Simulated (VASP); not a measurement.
Here is a VASP 6.6.1 calculation.

INCAR

```
SYSTEM = BaZrO3
ALGO = Normal
EDIFF = 1E-6
ENCUT = 600
GGA = PE
GGA_COMPAT = .FALSE.
ISIF = 2
ISMEAR = -1
LASPH = .TRUE.
LCHARG = .TRUE.
LELF = .TRUE.
LREAL = .FALSE.
LVHAR = .TRUE.
LWAVE = .FALSE.
NBANDS = 28
NELM = 120
PREC = Accurate
SIGMA = 0.02
```

KPOINTS

```
k-points
0
G
  5 5 5
  0 0 0
```

The input POSCAR:

```
BaZrO3
1.0
    4.2487627520      0.0000000000      0.0000000000
    0.0000000000      4.2487627520      0.0000000000
    0.0000000000      0.0000000000      4.0788122419
Ba Zr O
1 1 3
Direct
    0.0000000000      0.0000000000      0.0000000000
    0.5000000000      0.5000000000      0.5000000000
    0.0000000000      0.5000000000      0.5000000000
    0.5000000000      0.0000000000      0.5000000000
    0.5000000000      0.5000000000      0.0000000000
```

Potentials or basis: VASP PAW PBE potentials, release 64 (Ba_sv, Zr_sv, O).

Command:

```sh
$ cat potpaw_PBE.64/Ba_sv/POTCAR potpaw_PBE.64/Zr_sv/POTCAR potpaw_PBE.64/O/POTCAR > POTCAR
$ mpirun -np 1 vasp_std > vasp.out
```

Estimate the band gap on the k mesh.

3.17 eV, indirect (least direct gap 3.23 eV).

Estimate the pressure.

5.4 GPa.

Stress tensor (GPa, compression positive):
```
 1.88  0.00  0.00
 0.00  1.88  0.00
 0.00  0.00 12.41
```

Caveat: spin-orbit coupling is left out, which moves the levels of the heavy elements. A k mesh can miss the band edges.
